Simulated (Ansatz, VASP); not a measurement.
Hf: VASP beside Ansatz

```
CELL_PARAMETERS angstrom
3.19670 0.00000 0.00000
-1.59835 2.76842 0.00000
0.00000 0.00000 5.05780
ATOMIC_POSITIONS crystal
Hf 0.33333 0.66667 0.25000
Hf 0.66667 0.33333 0.75000
```

Alike in both runs: task relaxation of cell and atoms; functional PBE; k mesh 18 × 18 × 10; occupations gaussian, width 0.1 eV; no spin polarisation.

```csv
,VASP,Ansatz
version,VASP 6.6.1,Ansatz 0.2.0
potentials or method,"VASP PAW PBE potentials, release 64 (Hf_pv)","scalar-relativistic, plane waves, PAW"
plane-wave cutoff (eV),600,420
valence electrons in the cell,20,52
```

Ansatz gave:

* gap on the k mesh at the Fermi level, each at its own relaxed structure (eV): none
* relaxed volume (Å³/atom): 22.54
* relaxed length of the cell vector where the two differ most in proportion (Å): 5.067

What did VASP give for the same quantities?

gap on the k mesh at the Fermi level, each at its own relaxed structure (eV): none; relaxed volume (Å³/atom): 22.45; relaxed length of the cell vector where the two differ most in proportion (Å): 5.059.

A gap of «none» marks a metal or a gap that the smearing closes. VASP's potentials hold 20 valence electrons a cell and Ansatz's 52, so a difference there can come from the potentials and not from the codes.

Spin-orbit coupling is off throughout.
